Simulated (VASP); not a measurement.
Input of a VASP 6.6.1 run:

File INCAR:

```
SYSTEM = BaTe
PREC = Accurate
ENCUT = 520
EDIFF = 1E-6
ISMEAR = 0
SIGMA = 0.02
LREAL = .False.
LASPH = .True.
NELM = 80
ALGO = Normal
ISIF = 2
LWAVE = .False.
LCHARG = .False.
GGA = PE
NBANDS = 15
```

KPOINTS

```
Automatic mesh
0
Gamma
  8 8 8
  0 0 0
```

The input POSCAR:

```
BaTe
1.0
    0.0000000000      3.6462775014      3.6462775014
    3.6462775014      0.0000000000      3.6462775014
    3.6462775014      3.6462775014      0.0000000000
Ba Te
1 1
Direct
    0.0000000000      0.0000000000      0.0000000000
    0.5000000000      0.5000000000      0.5000000000
```

Potentials or basis: VASP PAW PBE potentials, release 64 (Ba_sv, Te).

Run with:

```bash
$ cat potpaw_PBE.64/Ba_sv/POTCAR potpaw_PBE.64/Te/POTCAR > POTCAR
$ mpirun -np 1 vasp_std > vasp.out
```

**Question.** Predict the band gap on the k mesh.

**Answer.** 1.75 eV (least direct gap 2.12 eV).

**Question.** What does it give for the pressure?

**Answer.** -2.0 GPa.

Caveat: spin-orbit coupling is left out, which moves the levels of the heavy elements. A k mesh can miss the band edges.
